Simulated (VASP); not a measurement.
# SiO2 in VASP: settings compared

SiO2 is run at these levels: PBE, r2SCAN; tasks: single point.

All numbers are computed with VASP 6.6.1; they aren't measurements. Logs are shortened: lines on timing, memory, paths and dates and some standing lists are left out, and cuts for length are marked.

### Step 1. The cell of the first run

It takes space group Fd-3m (No. 227, cubic). The conventional cell has a = 7.033 Å, b = 7.033 Å, c = 7.033 Å, α = 90.00°, β = 90.00°, γ = 90.00°. Si (site symmetry -43m) has 4 O at 1.52 Å within 2.0 Å. Within 2.0 Å of O (site symmetry -3m) lie 2 Si at 1.52 Å.

### Step 2. Single point, PBE (strained)

The input, INCAR:

```
SYSTEM = SiO2
ALGO     = Normal         ! electronic algorithm
EDIFF    = 1E-7           ! SCF threshold, eV
ENCUT    = 520            ! plane-wave cutoff, eV
GGA      = PE             ! functional
ISIF     = 2              ! what is computed and relaxed
ISMEAR   = 0              ! smearing method
LASPH    = .TRUE.         ! aspherical terms in the spheres
LCHARG   = .FALSE.        ! write CHGCAR
LREAL    = .FALSE.        ! projectors in reciprocal space
LWAVE    = .FALSE.        ! write WAVECAR
NBANDS   = 25             ! bands
NELM     = 80             ! most SCF steps
PREC     = Accurate       ! precision mode
SIGMA    = 0.02           ! smearing width, eV
```

The input, KPOINTS:

```
k-points
0
G
  6 6 6
  0 0 0
```

The input, POSCAR:

```
SiO2
1.0
    0.0000000000      3.5167460000      3.5167460000
    3.5167460000      0.0000000000      3.5167460000
    3.5167460000      3.5167460000      0.0000000000
Si O
2 4
Direct
    0.5000000000      0.5000000000      0.5000000000
    0.7500000000      0.7500000000      0.7500000000
    0.6250000000      0.6250000000      0.6250000000
    0.1250000000      0.6250000000      0.6250000000
    0.6250000000      0.6250000000      0.1250000000
    0.6250000000      0.1250000000      0.6250000000
```

Potentials or basis: VASP PAW PBE potentials, release 64 (Si, O).

Command:

```
cat potpaw_PBE.64/Si/POTCAR potpaw_PBE.64/O/POTCAR > POTCAR
mpirun -np 1 vasp_std > vasp.out
```

OUTCAR:

```text
SYSTEM = SiO2
   EDIFF = 1E-7
   ENCUT = 520
   GGA = PE
   ISIF = 2
   ISMEAR = 0
   LASPH = .TRUE.
   LREAL = .FALSE.
   NELM = 80
   PREC = Accurate

 ion  position               nearest neighbor table
   1  0.500  0.500  0.500-   3 1.52   4 1.52   5 1.52   6 1.52   2 3.05   2 3.05   2 3.05   2 3.05

   2  0.750  0.750  0.750-   3 1.52   4 1.52   5 1.52   6 1.52   1 3.05   1 3.05   1 3.05   1 3.05

   3  0.625  0.625  0.625-   1 1.52   2 1.52
   4  0.125  0.625  0.625-   1 1.52   2 1.52
   5  0.625  0.625  0.125-   1 1.52   2 1.52
   6  0.625  0.125  0.625-   1 1.52   2 1.52

  LATTYP: Found a face centered cubic cell.
 ALAT       =     7.0334920000

  Lattice vectors:

 A1 = (   0.0000000000,   3.5167460000,   3.5167460000)
 A2 = (   3.5167460000,   0.0000000000,   3.5167460000)
 A3 = (   3.5167460000,   3.5167460000,   0.0000000000)

Analysis of symmetry for initial positions (statically):
=====================================================================
 Subroutine PRICEL returns:
 Original cell was already a primitive cell.

 Routine SETGRP: Setting up the symmetry group for a
 face centered cubic supercell.

 Subroutine GETGRP returns: Found 48 space group operations
 (whereof 24 operations were pure point group operations)
 out of a pool of 48 trial point group operations.

The static configuration has the point symmetry T_d .
 The point group associated with its full space group is O_h .

Analysis of symmetry for dynamics (positions and initial velocities):
=====================================================================
 Subroutine PRICEL returns:
 Original cell was already a primitive cell.

 Routine SETGRP: Setting up the symmetry group for a
 face centered cubic supercell.

 Subroutine GETGRP returns: Found 48 space group operations
 (whereof 24 operations were pure point group operations)
 out of a pool of 48 trial point group operations.

The dynamic configuration has the point symmetry T_d .
 The point group associated with its full space group is O_h .

 Subroutine INISYM returns: Found 48 space group operations
 (whereof 24 operations are pure point group operations),
 and found     1 'primitive' translations

----------------------------------------------------------------------------------------

                                     Primitive cell

  volume of cell :      86.9867

  direct lattice vectors                    reciprocal lattice vectors
     0.000000000  3.516746000  3.516746000    -0.142176887  0.142176887  0.142176887
     3.516746000  0.000000000  3.516746000     0.142176887 -0.142176887  0.142176887
     3.516746000  3.516746000  0.000000000     0.142176887  0.142176887 -0.142176887

  length of vectors
     4.973429889  4.973429889  4.973429889     0.246257593  0.246257593  0.246257593

  position of ions in fractional coordinates (direct lattice)
     0.500000000  0.500000000  0.500000000
     0.750000000  0.750000000  0.750000000
     0.625000000  0.625000000  0.625000000
     0.125000000  0.625000000  0.625000000
     0.625000000  0.625000000  0.125000000
     0.625000000  0.125000000  0.625000000

  ion indices of the primitive-cell ions
   primitive index   ion index
                 1           1
                 2           2
                 3           3
                 4           4
                 5           5
                 6           6

----------------------------------------------------------------------------------------

 KPOINTS: k-points

Automatic generation of k-mesh.
 Grid dimensions read from file:
 generate k-points for:    6    6    6

 Generating k-lattice:

  Cartesian coordinates                     Fractional coordinates (reciprocal lattice)
    -0.023696148  0.023696148  0.023696148     0.166666667  0.000000000  0.000000000
     0.023696148 -0.023696148  0.023696148     0.000000000  0.166666667  0.000000000
     0.023696148  0.023696148 -0.023696148     0.000000000  0.000000000  0.166666667

  Length of vectors
     0.041042932  0.041042932  0.041042932

  Shift w.r.t. Gamma in fractional coordinates (k-lattice)
     0.000000000  0.000000000  0.000000000

 Subroutine IBZKPT returns following result:
 ===========================================

 Found     16 irreducible k-points:

 Following reciprocal coordinates:
            Coordinates               Weight
  0.000000  0.000000  0.000000      1.000000
  0.166667  0.000000  0.000000      8.000000
  0.333333  0.000000  0.000000      8.000000
  0.500000  0.000000  0.000000      4.000000
  0.166667  0.166667  0.000000      6.000000
  0.333333  0.166667  0.000000     24.000000
[... 8 lines left out ...]
 -0.333333  0.333333  0.166667     24.000000
 -0.333333  0.500000  0.166667     12.000000
   k-points           NKPTS =     16   k-points in BZ     NKDIM =     16   number of bands    NBANDS=     25
   number of dos      NEDOS =    301   number of ions     NIONS =      6
   total plane-waves  NPLWV =  64000
   dimension x,y,z NGX =    40 NGY =   40 NGZ =   40
   dimension x,y,z NGXF=    80 NGYF=   80 NGZF=   80
   ions per type =               2   4
   NGX,Y,Z   is equivalent  to a cutoff of  13.37, 13.37, 13.37 a.u.
   NGXF,Y,Z  is equivalent  to a cutoff of  26.74, 26.74, 26.74 a.u.
 SYSTEM =  SiO2
   PREC   = accura    normal or accurate (medium, high low for compatibility)
   ISTART =      0    job   : 0-new  1-cont  2-samecut
   ICHARG =      2    charge: 1-file 2-atom 10-const
   ISPIN  =      1    spin polarized calculation?
   LNONCOLLINEAR =      F non collinear calculations
   LSORBIT =      F    spin-orbit coupling
   LASPH  =      T    aspherical Exc in radial PAW
   ENCUT  =  520.0 eV  38.22 Ry    6.18 a.u.   9.25  9.25  9.25*2*pi/ulx,y,z
   NELM   =     80;   NELMIN=  2; NELMDL= -5     # of ELM steps
   EDIFF  = 0.1E-06   stopping-criterion for ELM
   LREAL  =      F    real-space projection
   EDIFFG = 0.1E-05   stopping-criterion for IOM
   NSW    =      0    number of steps for IOM
   IBRION =     -1    ionic relax: 0-MD 1-quasi-New 2-CG
   NFREE  =      0    steps in history (QN), initial steepest desc. (CG)
   ISIF   =      2    stress and relaxation
   ISYM   =      2    0-nonsym 1-usesym 2-fastsym
   POTIM  = 0.5000    time-step for ionic-motion
   TEBEG  =    0.0;   TEEND  =   0.0 temperature during run
   PSTRESS=    0.0 pullay stress
   NELECT =      32.0000    total number of electrons
   NUPDOWN=      -1.0000    fix difference up-down
   EMIN   =  10.00;   EMAX   =-10.00  energy-range for DOS
   EFERMI =   0.00;   METHOD = LEGACY
   ISMEAR =     0;   SIGMA  =   0.02  broadening in eV -4-tet -1-fermi 0-gaus
   EFERMI_NEDOS =   21; number of points for ismear=-14 and -15
   IALGO  =     38    algorithm
   IMIX   =      4    mixing-type and parameters
     AMIX     =   0.40;   BMIX     =  1.00
     AMIX_MAG =   1.60;   BMIX_MAG =  1.00
  volume/ion in A,a.u.               =      14.50        97.84
  Fermi-wavevector in a.u.,A,eV,Ry     =   1.173025  2.216695 18.721439  1.375987
  Thomas-Fermi vector in A             =   2.309444
   LORBIT       =      0    0 simple, 1 ext, 2 COOP (PROOUT), +10 PAW based schemes
   GGA     = PE    functional components
   LHFCALC =     F    Hartree Fock is set to
   AEXX    =    0.0000 exact exchange contribution
   IVDW    =     0    specifies the selected vdW correction
   LEPSILON=     F    determine dielectric tensor
   LRPA    =     F    only Hartree local field effects (RPA)
 non-spin polarized calculation
 Gauss-broadening in eV      SIGMA  =   0.02
  energy-cutoff  :      520.00
  volume of cell :       86.99
 maximum number of plane-waves:      2397
 NGX is ok and might be reduce to    40
   NGX = 19   NGY = 19   NGZ = 19

 number of electron      32.0000022 magnetization

 Free energy of the ion-electron system (eV)
  ---------------------------------------------------
  ext. energy  EPLUGINS =         0.00000000
  ---------------------------------------------------
  free energy    TOTEN  =       -45.73982111 eV

  energy without entropy =      -45.73982111  energy(sigma->0) =      -45.73982111

 E-fermi :   0.3446     XC(G=0):  -8.0363

 val. band max:        0.1922722225   @ k =   0.5000   0.0000   0.0000
 cond. band min:       5.8859861945   @ k =   0.0000   0.0000   0.0000
 fundamental gap:      5.6937139720
 Fermi energy:         0.3446390605

 k-point     1 :       0.0000    0.0000    0.0000
  band No.  band energies     occupation
      1     -20.1094      2.00000
      2     -17.6510      2.00000
      3     -17.6510      2.00000
      4     -17.6510      2.00000
      5     -10.4068      2.00000
      6      -6.2645      2.00000
[... 17 lines left out ...]
     24      12.7436      0.00000
     25      13.6812      0.00000

 k-point     2 :       0.1667    0.0000    0.0000
  band No.  band energies     occupation
      1     -20.0190      2.00000
      2     -17.8325      2.00000
      3     -17.6550      2.00000
      4     -17.6550      2.00000
      5     -10.1333      2.00000
      6      -6.3318      2.00000
[... 17 lines left out ...]
     24      12.9071      0.00000
     25      14.6406      0.00000

 k-point     3 :       0.3333    0.0000    0.0000
  band No.  band energies     occupation
      1     -19.7895      2.00000
      2     -18.2319      2.00000
      3     -17.6636      2.00000
      4     -17.6636      2.00000
      5      -9.5303      2.00000
      6      -6.5144      2.00000
[... 328 lines left out ...]
 k-point    15 :      -0.3333    0.3333    0.1667
  band No.  band energies     occupation
      1     -19.3665      2.00000
      2     -18.7899      2.00000
      3     -17.6883      2.00000
      4     -17.6794      2.00000
      5      -8.5479      2.00000
      6      -7.3721      2.00000
[... 17 lines left out ...]
     24      14.3976      0.00000
     25      14.6370      0.00000

 k-point    16 :      -0.3333    0.5000    0.1667
  band No.  band energies     occupation
      1     -19.0886      2.00000
      2     -19.0886      2.00000
      3     -17.6874      2.00000
      4     -17.6874      2.00000
      5      -7.9629      2.00000
      6      -7.9629      2.00000
[... 17 lines left out ...]
     24      13.9175      0.00000
     25      13.9302      0.00000

------------------------ aborting loop because EDIFF is reached ----------------------------------------

  FORCE on cell =-STRESS in cart. coord.  units (eV):
  Direction    XX          YY          ZZ          XY          YZ          ZX
  --------------------------------------------------------------------------------------
  -------------------------------------------------------------------------------------
  Total       19.7977533     19.7977533     19.7977533     -0.0000000      0.0000000      0.0000000
  in kB      364.6477085    364.6477085    364.6477085     -0.0000000      0.0000000      0.0000000
  external PRESSURE =     364.6477085 kB  Pullay stress =       0.0000000 kB

 VOLUME and BASIS-vectors are now :
 -----------------------------------------------------------------------------
  energy-cutoff  :      520.00
  volume of cell :       86.99
      direct lattice vectors                 reciprocal lattice vectors
     0.000000000  3.516746000  3.516746000    -0.142176887  0.142176887  0.142176887
     3.516746000  0.000000000  3.516746000     0.142176887 -0.142176887  0.142176887
     3.516746000  3.516746000  0.000000000     0.142176887  0.142176887 -0.142176887

 POSITION                                       TOTAL-FORCE (eV/Angst)
 -----------------------------------------------------------------------------------
      3.51675      3.51675      3.51675        -0.000000      0.000000     -0.000000
      5.27512      5.27512      5.27512         0.000000     -0.000000      0.000000
      4.39593      4.39593      4.39593         0.000000      0.000000     -0.000000
      4.39593      2.63756      2.63756         0.000000      0.000000     -0.000000
      2.63756      2.63756      4.39593         0.000000      0.000000     -0.000000
      2.63756      4.39593      2.63756         0.000000      0.000000     -0.000000
 -----------------------------------------------------------------------------------
    total drift:                                0.000000      0.000000      0.000000

  FREE ENERGIE OF THE ION-ELECTRON SYSTEM (eV)
  ---------------------------------------------------
  free  energy   TOTEN  =       -45.7398211138 eV

  energy  without entropy=      -45.7398211138  energy(sigma->0) =      -45.73982111
```

It took 55 s on 1 thread of Intel Xeon 8259CL, shared host; peak memory 0.23 GiB.

What came out:

| Quantity | Value |
| --- | --- |
| Free energy | -45.7398 eV |
| Pressure | 36.5 GPa |
| Band gap on the k mesh | 5.69 eV (least direct gap 5.70 eV) |

Caveat: the cell differs from its parent crystal (strained); the cell stands under pressure. A k mesh can miss the band edges.

### Step 3. Single point, PBE (strained)

The input, INCAR:

```
PREC = Accurate
ENCUT = 520
EDIFF = 1E-7
ISMEAR = 0
SIGMA = 0.02
LREAL = False
LASPH = True
NELM = 100
ALGO = Normal
ISIF = 2
LWAVE = False
LCHARG = False
GGA = PE
NBANDS = 25
```

The input, KPOINTS:

```
Automatic mesh
0
Gamma
  6 6 6
```

POSCAR: that of step 2 with these lines changed.

```diff
@@ -2,5 +2,5 @@
 1.0
-    0.0000000000      3.5167460000      3.5167460000
-    3.5167460000      0.0000000000      3.5167460000
-    3.5167460000      3.5167460000      0.0000000000
+    0.0000000000      3.5716768000      3.5716768000
+    3.5716768000      0.0000000000      3.5716768000
+    3.5716768000      3.5716768000      0.0000000000
 Si O
```

Potentials or basis: VASP PAW PBE potentials, release 64 (Si, O).

Command:

```
cat potpaw_PBE.64/Si/POTCAR potpaw_PBE.64/O/POTCAR > POTCAR
mpirun -np 1 vasp_std > vasp.out
```

OUTCAR:

```text
PREC = Accurate
   ENCUT = 520
   EDIFF = 1E-7
   ISMEAR = 0
   LREAL = False
   LASPH = True
   NELM = 100
   ISIF = 2
   GGA = PE

 ion  position               nearest neighbor table
   1  0.500  0.500  0.500-   3 1.55   4 1.55   5 1.55   6 1.55   2 3.09   2 3.09   2 3.09   2 3.09

   2  0.750  0.750  0.750-   3 1.55   4 1.55   5 1.55   6 1.55   1 3.09   1 3.09   1 3.09   1 3.09

   3  0.625  0.625  0.625-   1 1.55   2 1.55
   4  0.125  0.625  0.625-   1 1.55   2 1.55
   5  0.625  0.625  0.125-   1 1.55   2 1.55
   6  0.625  0.125  0.625-   1 1.55   2 1.55

  LATTYP: Found a face centered cubic cell.
 ALAT       =     7.1433536000

  Lattice vectors:

 A1 = (   0.0000000000,   3.5716768000,   3.5716768000)
 A2 = (   3.5716768000,   0.0000000000,   3.5716768000)
 A3 = (   3.5716768000,   3.5716768000,   0.0000000000)

Analysis of symmetry for initial positions (statically):
=====================================================================
 Subroutine PRICEL returns:
[... 173 lines left out ...]
 E-fermi :   0.0551     XC(G=0):  -7.8680

 val. band max:       -0.1391666481   @ k =   0.5000   0.0000   0.0000
 cond. band min:       5.5279371217   @ k =   0.0000   0.0000   0.0000
 fundamental gap:      5.6671037698
 Fermi energy:         0.0550680890

 k-point     1 :       0.0000    0.0000    0.0000
  band No.  band energies     occupation
      1     -20.1777      2.00000
      2     -17.8530      2.00000
      3     -17.8530      2.00000
      4     -17.8530      2.00000
      5     -10.5910      2.00000
      6      -6.4487      2.00000
[... 437 lines left out ...]
     24      13.1367      0.00000
     25      13.2751      0.00000

------------------------ aborting loop because EDIFF is reached ----------------------------------------

  FORCE on cell =-STRESS in cart. coord.  units (eV):
  Direction    XX          YY          ZZ          XY          YZ          ZX
  --------------------------------------------------------------------------------------
  -------------------------------------------------------------------------------------
  Total       13.9811877     13.9811877     13.9811877      0.0000000      0.0000000      0.0000000
  in kB      245.8148943    245.8148943    245.8148943      0.0000000      0.0000000      0.0000000
  external PRESSURE =     245.8148943 kB  Pullay stress =       0.0000000 kB

 VOLUME and BASIS-vectors are now :
 -----------------------------------------------------------------------------
  energy-cutoff  :      520.00
  volume of cell :       91.13
      direct lattice vectors                 reciprocal lattice vectors
     0.000000000  3.571676800  3.571676800    -0.139990270  0.139990270  0.139990270
     3.571676800  0.000000000  3.571676800     0.139990270 -0.139990270  0.139990270
     3.571676800  3.571676800  0.000000000     0.139990270  0.139990270 -0.139990270

 POSITION                                       TOTAL-FORCE (eV/Angst)
 -----------------------------------------------------------------------------------
      3.57168      3.57168      3.57168        -0.000000     -0.000000     -0.000000
      5.35752      5.35752      5.35752         0.000000      0.000000      0.000000
      4.46460      4.46460      4.46460         0.000000      0.000000      0.000000
      4.46460      2.67876      2.67876         0.000000      0.000000      0.000000
      2.67876      2.67876      4.46460         0.000000      0.000000      0.000000
      2.67876      4.46460      2.67876         0.000000      0.000000      0.000000
 -----------------------------------------------------------------------------------
    total drift:                                0.000000      0.000000      0.000000

  FREE ENERGIE OF THE ION-ELECTRON SYSTEM (eV)
  ---------------------------------------------------
  free  energy   TOTEN  =       -46.5284967848 eV

  energy  without entropy=      -46.5284967848  energy(sigma->0) =      -46.52849678
```

stdout:

```text
POSCAR found type information on POSCAR SiO
 POSCAR found :  2 types and       6 ions
 scaLAPACK will be used
 LDA part: xc-table for (Slater+PW92), standard interpolation
 POSCAR, INCAR and KPOINTS ok, starting setup
 FFT: planning ... GRIDC
 FFT: planning ... GRID_SOFT
 FFT: planning ... GRID
 WAVECAR not read
 entering main loop
```

It took 68 s on 1 thread of Intel Xeon 8259CL, shared host; peak memory 0.23 GiB.

What came out:

```
Free energy            : -46.5285 eV
Pressure               : 24.6 GPa
Band gap on the k mesh : 5.67 eV (least direct gap 5.67 eV)
```

Caveat: the cell differs from its parent crystal (strained); the cell stands under pressure. A k mesh can miss the band edges.

[end of part 1 of 2]
